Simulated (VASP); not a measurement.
# Pt: single point with PBEsol

Crystal: Pt.

```
Pt
1.0
    -1.58422    1.58422    1.58422
     1.58422   -1.58422    1.58422
     1.58422    1.58422   -1.58422
Pt
1
Direct
  0.00000 0.00000 0.00000
```

This isn't the form of Pt at room conditions, which is fcc.

```yaml
Program: VASP 6.6.1
Task: single point
Functional: PBEsol
Potentials_or_basis: VASP PAW PBE potentials, release 64 (Pt)
Cutoff: 500 eV
k_mesh: 12 × 12 × 12
Occupations: fermi-dirac, width 0.15 eV
Spin: no spin polarisation
Dipole_correction: no
Further_INCAR_settings: ALGO = Normal; EDIFF = 1e-06; NBANDS = 11
```

The pressure is -11.0 GPa and the band gap on the k mesh is zero (bands 5 and 6 overlap by 2.13 eV).

Levels at points of the mesh, in eV from the Fermi level:
```
           k point  band 1  band 2  band 3  band 4  band 5  band 6  band 7  band 8  band 9  band 10
(0.00, 0.00, 0.00)   -9.52   -3.47   -3.47   -3.47   -0.99   -0.99   17.07   17.07   17.07    26.99
(0.50, 0.00, 0.00)   -6.55   -4.88   -1.17   -0.67    0.20    1.02    6.19   13.21   15.73    23.97
(0.50, 0.50, 0.50)   -6.03   -6.03    0.51    0.51    0.51    7.57    7.57    7.57   12.60    18.89
```

Run time: 20 s on 1 thread of AMD EPYC 7571, with other jobs on the host, peak memory 0.1 GiB.

Caveat: the cell stands under tension; the PAW data sets were made with another functional, which shifts forces and pressure a little; spin-orbit coupling is left out, which moves the levels of the heavy elements.
